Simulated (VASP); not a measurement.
Write the native input for VASP 6.6.1 that does the following.

| Item | Value |
| --- | --- |
| Task | single point |
| Functional | PBE |
| Potentials or basis | VASP PAW PBE potentials, release 64 (B, C) |
| Cutoff | 520 eV |
| k mesh | 6 × 6 × 2 |
| Occupations | gaussian, width 0.1 eV |
| Spin | no spin polarisation |
| Dipole correction | no |
| Further INCAR settings | ALGO = Normal; EDIFF = 1e-07; NBANDS = 20 |

The structure of BC5 lies in POSCAR:

```
BC5
1.0
    2.8562756100      0.0000000000      0.0000000000
   -1.4281378000      2.4736072400      0.0000000000
    0.0000000000      0.0000000000     13.5477900500
B C
1 5
Direct
    0.0000000000      0.0000000000      0.0000000000
    0.6666666700      0.3333333300      0.8533704300
    0.0000000000      0.0000000000      0.6760535800
    0.6666666700      0.3333333300      0.5000000000
    0.0000000000      0.0000000000      0.3239464200
    0.6666666700      0.3333333300      0.1466295700
```

The cell was generated, and may not be a known phase.

The input as run:

INCAR

```
SYSTEM = BC5
PREC = Accurate
ENCUT = 520
EDIFF = 1E-7
ISMEAR = 0
SIGMA = 0.1
LREAL = .False.
LASPH = .True.
NELM = 100
ALGO = Normal
ISIF = 2
LWAVE = .False.
LCHARG = .False.
GGA = PE
NBANDS = 20
```

KPOINTS

```
regular mesh
0
Gamma
  6 6 2
  0 0 0
```

Potentials or basis: VASP PAW PBE potentials, release 64 (B, C).

Command:

```console
$ cat potpaw_PBE.64/B/POTCAR potpaw_PBE.64/C/POTCAR > POTCAR
$ mpirun -np 1 vasp_std > vasp.out
```

It gave:

```json
{"Pressure": "-26.1 GPa", "Largest force": "1.231 eV/Å", "Band gap on the k mesh": "zero (an odd number of electrons rules out a gap without spin polarisation)"}
```

Caveat: the k points lie up to 0.42 Å⁻¹ apart, too coarse for converged energies and pressures of a metal; an odd number of electrons without spin polarisation forces a metal; a magnetic or distorted state may lie lower.

Run time: 40 s on 1 thread of Intel(R) Xeon(R) 6975P-C (Granite Rapids), with other jobs on the host, peak memory 0.22 GiB.
